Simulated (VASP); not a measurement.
# Ca (P6_3/mmc) in VASP: notebook

Runs on Ca. Level: PBEsol. Tasks: relaxation of cell and atoms, single point.

Everything below comes from runs of VASP 6.6.1. Logs are shortened: lines on timing, memory, paths and dates and some standing lists are left out, and cuts for length are marked.

## (1) The cell of the first run

It takes space group P6_3/mmc (No. 194, hexagonal). The conventional cell has a = 3.952 Å, b = 3.952 Å, c = 6.453 Å, α = 90.00°, β = 90.00°, γ = 120.00°. Ca (site symmetry -6m2) has 12 Ca at 3.95 Å within 5.2 Å.

This isn't the form of Ca at room conditions, which is fcc.

## (2) Relaxation of cell and atoms, PBEsol

INCAR reads:

```
SYSTEM = Ca
PREC = Accurate ; ENCUT = 600
EDIFF = 1E-7 ; ISMEAR = 0
SIGMA = 0.1 ; LREAL = .False.
LASPH = .True. ; NELM = 60
ALGO = Fast ; ISIF = 3
LWAVE = .False. ; LCHARG = .False.
GGA = PS ; IBRION = 2
NSW = 100 ; EDIFFG = -0.005
```

KPOINTS reads:

```
regular mesh
0
Gamma
  12 12 8
  0 0 0
```

POSCAR reads:

```
Ca
1.0
    3.9515960000      0.0000000000      0.0000000000
   -1.9757980000      3.4221820000      0.0000000000
    0.0000000000      0.0000000000      6.4529280000
Ca
2
Direct
    0.0000000000      0.0000000000      0.0000000000
    0.3333333300      0.6666666700      0.5000000000
```

Potentials or basis: VASP PAW PBE potentials, release 64 (Ca_sv).

On the command line:

```
> cat potpaw_PBE.64/Ca_sv/POTCAR > POTCAR
> mpirun -np 1 vasp_std > vasp.out
```

OUTCAR:

```text
SYSTEM = Ca
   PREC = Accurate
   ENCUT = 600
   EDIFF = 1E-7
   ISMEAR = 0
   LREAL = .False.
   LASPH = .True.
   NELM = 60
   ISIF = 3
   GGA = PS
   IBRION = 2
   NSW = 100
   EDIFFG = -0.005

 ion  position               nearest neighbor table
   1  0.000  0.000  0.000-
   2  0.333  0.667  0.500-

  LATTYP: Found a hexagonal cell.
 ALAT       =     3.9515960000
 C/A-ratio  =     1.6329928464

  Lattice vectors:

 A1 = (   3.9515960000,   0.0000000000,   0.0000000000)
 A2 = (  -1.9757980000,   3.4221820000,   0.0000000000)
 A3 = (   0.0000000000,   0.0000000000,   6.4529280000)

Analysis of symmetry for initial positions (statically):
=====================================================================
 Subroutine PRICEL returns:
 Original cell was already a primitive cell.

 Routine SETGRP: Setting up the symmetry group for a
 hexagonal supercell.

 Subroutine GETGRP returns: Found 24 space group operations
 (whereof 12 operations were pure point group operations)
 out of a pool of 24 trial point group operations.

The static configuration has the point symmetry D_3h.
 The point group associated with its full space group is D_6h.

Analysis of symmetry for dynamics (positions and initial velocities):
=====================================================================
 Subroutine PRICEL returns:
 Original cell was already a primitive cell.

 Routine SETGRP: Setting up the symmetry group for a
 hexagonal supercell.

 Subroutine GETGRP returns: Found 24 space group operations
 (whereof 12 operations were pure point group operations)
 out of a pool of 24 trial point group operations.

The dynamic configuration has the point symmetry D_3h.
 The point group associated with its full space group is D_6h.

 Subroutine INISYM returns: Found 24 space group operations
 (whereof 12 operations are pure point group operations),
 and found     1 'primitive' translations

----------------------------------------------------------------------------------------

                                     Primitive cell

  volume of cell :      87.2635

  direct lattice vectors                    reciprocal lattice vectors
     3.951596000  0.000000000  0.000000000     0.253062307  0.146105613  0.000000000
    -1.975798000  3.422182000  0.000000000     0.000000000  0.292211227  0.000000000
     0.000000000  0.000000000  6.452928000     0.000000000  0.000000000  0.154968411

  length of vectors
     3.951596000  3.951595548  6.452928000     0.292211193  0.292211227  0.154968411

  position of ions in fractional coordinates (direct lattice)
     0.000000000  0.000000000  0.000000000
     0.333333330  0.666666670  0.500000000

  ion indices of the primitive-cell ions
   primitive index   ion index
                 1           1
                 2           2

----------------------------------------------------------------------------------------

 KPOINTS: regular mesh

Automatic generation of k-mesh.
 Grid dimensions read from file:
 generate k-points for:   12   12    8

 Generating k-lattice:

  Cartesian coordinates                     Fractional coordinates (reciprocal lattice)
     0.021088526  0.012175468  0.000000000     0.083333333  0.000000000  0.000000000
     0.000000000  0.024350936  0.000000000     0.000000000  0.083333333  0.000000000
     0.000000000  0.000000000  0.019371051     0.000000000  0.000000000  0.125000000

  Length of vectors
     0.024350933  0.024350936  0.019371051

  Shift w.r.t. Gamma in fractional coordinates (k-lattice)
     0.000000000  0.000000000  0.000000000

 Subroutine IBZKPT returns following result:
 ===========================================

 Found     95 irreducible k-points:

 Following reciprocal coordinates:
            Coordinates               Weight
  0.000000  0.000000  0.000000      1.000000
  0.083333  0.000000  0.000000      6.000000
  0.166667 -0.000000  0.000000      6.000000
  0.250000 -0.000000  0.000000      6.000000
  0.333333 -0.000000  0.000000      6.000000
  0.416667  0.000000  0.000000      6.000000
[... 16 lines left out ...]
  0.250000 -0.000000  0.125000     12.000000
  0.333333 -0.000000  0.125000     12.000000
 [... further k-points ...]
   k-points           NKPTS =     95   k-points in BZ     NKDIM =     95   number of bands    NBANDS=     14
   number of dos      NEDOS =    301   number of ions     NIONS =      2
   total plane-waves  NPLWV =  55296
   dimension x,y,z NGX =    32 NGY =   32 NGZ =   54
   dimension x,y,z NGXF=    64 NGYF=   64 NGZF=  108
   ions per type =               2
   NGX,Y,Z   is equivalent  to a cutoff of  13.46, 13.46, 13.91 a.u.
   NGXF,Y,Z  is equivalent  to a cutoff of  26.93, 26.93, 27.82 a.u.
 SYSTEM =  Ca
   PREC   = accura    normal or accurate (medium, high low for compatibility)
   ISTART =      0    job   : 0-new  1-cont  2-samecut
   ICHARG =      2    charge: 1-file 2-atom 10-const
   ISPIN  =      1    spin polarized calculation?
   LNONCOLLINEAR =      F non collinear calculations
   LSORBIT =      F    spin-orbit coupling
   LASPH  =      T    aspherical Exc in radial PAW
   ENCUT  =  600.0 eV  44.10 Ry    6.64 a.u.   7.89  7.89 12.89*2*pi/ulx,y,z
   NELM   =     60;   NELMIN=  2; NELMDL= -5     # of ELM steps
   EDIFF  = 0.1E-06   stopping-criterion for ELM
   LREAL  =      F    real-space projection
   EDIFFG = -.5E-02   stopping-criterion for IOM
   NSW    =    100    number of steps for IOM
   IBRION =      2    ionic relax: 0-MD 1-quasi-New 2-CG
   NFREE  =      1    steps in history (QN), initial steepest desc. (CG)
   ISIF   =      3    stress and relaxation
   ISYM   =      2    0-nonsym 1-usesym 2-fastsym
   POTIM  = 0.5000    time-step for ionic-motion
   TEBEG  =    0.0;   TEEND  =   0.0 temperature during run
   PSTRESS=    0.0 pullay stress
   NELECT =      20.0000    total number of electrons
   NUPDOWN=      -1.0000    fix difference up-down
   EMIN   =  10.00;   EMAX   =-10.00  energy-range for DOS
   EFERMI =   0.00;   METHOD = LEGACY
   ISMEAR =     0;   SIGMA  =   0.10  broadening in eV -4-tet -1-fermi 0-gaus
   EFERMI_NEDOS =   21; number of points for ismear=-14 and -15
   IALGO  =     68    algorithm
   IMIX   =      4    mixing-type and parameters
     AMIX     =   0.40;   BMIX     =  1.00
     AMIX_MAG =   1.60;   BMIX_MAG =  1.00
  volume/ion in A,a.u.               =      43.63       294.44
  Fermi-wavevector in a.u.,A,eV,Ry     =   1.001861  1.893242 13.656506  1.003725
  Thomas-Fermi vector in A             =   2.134310
   LORBIT       =      0    0 simple, 1 ext, 2 COOP (PROOUT), +10 PAW based schemes
   GGA     = PS    functional components
   LHFCALC =     F    Hartree Fock is set to
   AEXX    =    0.0000 exact exchange contribution
   IVDW    =     0    specifies the selected vdW correction
   LEPSILON=     F    determine dielectric tensor
   LRPA    =     F    only Hartree local field effects (RPA)
 conjugate gradient relaxation of ions
 non-spin polarized calculation
 RMM-DIIS sequential band-by-band and
 Gauss-broadening in eV      SIGMA  =   0.10
  energy-cutoff  :      600.00
  volume of cell :       87.26
 maximum number of plane-waves:      2952
 NGX is ok and might be reduce to    32
   NGX = 15   NGY = 15   NGZ = 25

--------------------------------------- Ionic step        1  -------------------------------------------

 number of electron      19.9999998 magnetization

 Free energy of the ion-electron system (eV)
  ---------------------------------------------------
  ext. energy  EPLUGINS =         0.00000000
  ---------------------------------------------------
  free energy    TOTEN  =        -4.24671387 eV

  energy without entropy =       -4.23638029  energy(sigma->0) =       -4.24154708

------------------------ aborting loop because EDIFF is reached ----------------------------------------

  FORCE on cell =-STRESS in cart. coord.  units (eV):
  Direction    XX          YY          ZZ          XY          YZ          ZX
  --------------------------------------------------------------------------------------
  -------------------------------------------------------------------------------------
  Total       -0.6120930     -0.6120928     -0.5304669      0.0000000     -0.0000000      0.0000000
  in kB      -11.2381686    -11.2381652     -9.7394948      0.0000000     -0.0000000      0.0000000
  external PRESSURE =     -10.7386095 kB  Pullay stress =       0.0000000 kB

 VOLUME and BASIS-vectors are now :
 -----------------------------------------------------------------------------
  energy-cutoff  :      600.00
  volume of cell :       87.26
      direct lattice vectors                 reciprocal lattice vectors
     3.951596000  0.000000000  0.000000000     0.253062307  0.146105613  0.000000000
    -1.975798000  3.422182000  0.000000000     0.000000000  0.292211227  0.000000000
     0.000000000  0.000000000  6.452928000     0.000000000  0.000000000  0.154968411
[... 145 lines left out ...]
 POSITION                                       TOTAL-FORCE (eV/Angst)
 -----------------------------------------------------------------------------------
      0.00000     -0.00000     -0.00000         0.000000     -0.000000      0.000000
     -0.00000      2.22700      3.16685        -0.000000      0.000000     -0.000000
 -----------------------------------------------------------------------------------
    total drift:                                0.000018     -0.000010      0.000000

  FREE ENERGIE OF THE ION-ELECTRON SYSTEM (eV)
  ---------------------------------------------------
  free  energy   TOTEN  =        -4.2664814932 eV

  energy  without entropy=       -4.2570877501  energy(sigma->0) =       -4.26178462

--------------------------------------- Ionic step        6  -------------------------------------------

 number of electron      20.0000000 magnetization

 Free energy of the ion-electron system (eV)
  ---------------------------------------------------
  ext. energy  EPLUGINS =         0.00000000
  ---------------------------------------------------
  free energy    TOTEN  =        -4.26651395 eV

  energy without entropy =       -4.25701328  energy(sigma->0) =       -4.26176362

 E-fermi :   2.0861     XC(G=0):  -7.9173

 val. band max:        2.0850543905   @ k =   0.2500   0.0833   0.0000
 cond. band min:       2.1416150193   @ k =   0.0000   0.0000   0.1250
 fundamental gap:      0.0565606288
 Fermi energy:         2.0860687893

 k-point     1 :       0.0000    0.0000    0.0000
  band No.  band energies     occupation
      1     -39.7281      2.00000
      2     -39.7123      2.00000
      3     -20.8676      2.00000
      4     -20.7393      2.00000
      5     -20.7393      2.00000
      6     -20.7184      2.00000
      7     -20.7184      2.00000
      8     -20.7115      2.00000
      9      -2.0729      2.00000
     10       0.9700      2.00000
     11       1.8581      1.99873
     12       4.3432      0.00000
     13       4.3885      0.00000
     14       4.3885      0.00000

 k-point     2 :       0.0833    0.0000    0.0000
  band No.  band energies     occupation
      1     -39.7271      2.00000
      2     -39.7118      2.00000
      3     -20.8641      2.00000
      4     -20.7476      2.00000
      5     -20.7419      2.00000
      6     -20.7270      2.00000
      7     -20.7198      2.00000
      8     -20.7128      2.00000
      9      -1.9633      2.00000
     10       1.0779      2.00000
[... 362 lines left out ...]
 k-point    24 :       0.3333   -0.0000    0.1250
  band No.  band energies     occupation
      1     -39.7159      2.00000
      2     -39.7076      2.00000
      3     -20.8408      2.00000
      4     -20.8174      2.00000
      5     -20.8076      2.00000
      6     -20.7660      2.00000
      7     -20.7366      2.00000
      8     -20.7331      2.00000
      9      -0.4032      2.00000
     10       1.7361      2.00000
     11       2.4199      0.00000
     12       2.6831      0.00000
     13       3.8415      0.00000
     14       3.8532      0.00000

 [... further k-points ...]
[... 5 lines left out ...]
  --------------------------------------------------------------------------------------
  -------------------------------------------------------------------------------------
  Total        0.0098765      0.0098765     -0.0028604      0.0000000      0.0000000      0.0000000
  in kB        0.1939012      0.1939012     -0.0561576      0.0000000      0.0000000      0.0000000
  external PRESSURE =       0.1105483 kB  Pullay stress =       0.0000000 kB

 VOLUME and BASIS-vectors are now :
 -----------------------------------------------------------------------------
  energy-cutoff  :      600.00
  volume of cell :       81.61
      direct lattice vectors                 reciprocal lattice vectors
     3.853330309 -0.000000000 -0.000000000     0.259515775  0.149831524  0.000000000
    -1.926665154  3.337081454  0.000000000     0.000000000  0.299663048  0.000000000
     0.000000000 -0.000000000  6.346458461     0.000000000 -0.000000000  0.157568194

 POSITION                                       TOTAL-FORCE (eV/Angst)
 -----------------------------------------------------------------------------------
     -1.92667      3.33708      0.00000        -0.000000      0.000000      0.000000
     -0.00000      2.22472      3.17323         0.000000     -0.000000     -0.000000
 -----------------------------------------------------------------------------------
    total drift:                                0.000018     -0.000010      0.000000

  FREE ENERGIE OF THE ION-ELECTRON SYSTEM (eV)
  ---------------------------------------------------
  free  energy   TOTEN  =        -4.2665139506 eV

  energy  without entropy=       -4.2570132817  energy(sigma->0) =       -4.26176362

 reached required accuracy - stopping structural energy minimisation
```

It took 7.3 min on 1 thread of Oxide Virtual Turin-like, shared host; peak memory 0.29 GiB.

Results:

```yaml
Free_energy: -4.2665 eV
Relaxed_volume: 40.80 Å³/atom
Relaxed_cell: a = 3.853 Å, b = 3.853 Å, c = 6.346 Å, α = 90.00°, β = 90.00°, γ = 120.00°
Space_group_after_relaxing_to_0.1_Å: P6_3/mmc (No. 194)
Energy_gained_by_relaxing: 9.9 meV/atom
Ionic_steps: 6
Pressure_after_relaxing: 0.0 GPa
Band_gap_on_the_k_mesh: zero (bands 10 and 11 overlap by 0.46 eV)
```

The path:
```tsv
step	energy change (eV)	largest force (eV/Å)	pressure (GPa)	volume (Å³)
1	0.0000	0.0000	-1.07	87.26
2	-0.0171	0.0000	-0.41	83.62
3	-0.0197	0.0000	-0.01	81.72
4	-0.0197	0.0000	0.01	81.61
5	-0.0198	0.0000	0.01	81.61
6	-0.0198	0.0000	0.01	81.61
```

Final structure:
```cif
data_structure
_symmetry_space_group_name_H-M 'P 1'
_symmetry_Int_Tables_number 1
_cell_length_a 3.8533
_cell_length_b 3.8533
_cell_length_c 6.3465
_cell_angle_alpha 90.000
_cell_angle_beta 90.000
_cell_angle_gamma 120.000
_cell_volume 81.61
loop_
_atom_site_label
_atom_site_type_symbol
_atom_site_fract_x
_atom_site_fract_y
_atom_site_fract_z
_atom_site_occupancy
Ca1 Ca 0.00000 0.00000 0.00000 1
Ca2 Ca 0.33333 0.66667 0.50000 1
```

Levels at points of the mesh, in eV from the Fermi level:
```tsv
k point	band 7	band 8	band 9	band 10	band 11	band 12	band 13	band 14
(0.00, 0.00, 0.00)	-22.80	-22.80	-4.16	-1.12	-0.23	2.26	2.30	2.30
(0.50, 0.00, 0.00)	-22.83	-22.83	-1.15	-0.71	0.16	0.33	1.36	1.92
(0.00, 0.00, 0.50)	-22.81	-22.81	-3.12	-3.12	1.36	1.36	2.30	2.30
(0.50, 0.00, 0.50)	-22.84	-22.84	-0.74	-0.74	0.11	0.11	1.43	1.43
```

Caveat: the PAW data sets were made with another functional, which shifts forces and pressure a little.

[end of part 1 of 2]

The gap in the log of VASP goes by the Fermi energy; the results here count the filled bands.